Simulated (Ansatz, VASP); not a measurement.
## Cd: VASP beside Ansatz

```
Cd
1.0
     5.53868    0.00000    0.00000
     0.00000    5.53868    0.00000
     0.00000    0.00000    5.53868
Cd
8
Direct
  0.00000 0.00000 0.00000
  0.50000 0.50000 0.50000
  0.25000 0.00000 0.50000
  0.75000 0.00000 0.50000
  0.50000 0.25000 0.00000
  0.50000 0.75000 0.00000
  0.00000 0.50000 0.25000
  0.00000 0.50000 0.75000
```

Alike in both runs: functional PBEsol; k mesh 5 × 5 × 5; occupations fermi-dirac, width 0.1 eV; no spin polarisation.

Ansatz relaxed the structure, and its values are those at the end. VASP's run is a single point on that final structure, the one shown.

|  | VASP | Ansatz |
| --- | --- | --- |
| version | VASP 6.6.1 | Ansatz 0.2.0 |
| potentials or method | VASP PAW PBE potentials, release 64 (Cd), cutoff 520 eV | plane waves (420 eV) with PAW, scalar-relativistic |
| valence electrons in the cell | 96 | 160 |

VASP gave:

```
pressure (GPa) : 0.4
```

Problem. Estimate Ansatz's values.

Solution. Pressure (GPa): 0.0.

VASP's potentials were made for PBE, not for PBEsol, and Ansatz warns of the same on its side. The functional is the same, so the differences come from potentials, cutoffs and numerics. VASP's potentials hold 96 valence electrons a cell and Ansatz's 160, so a difference there can come from the potentials and not from the codes.
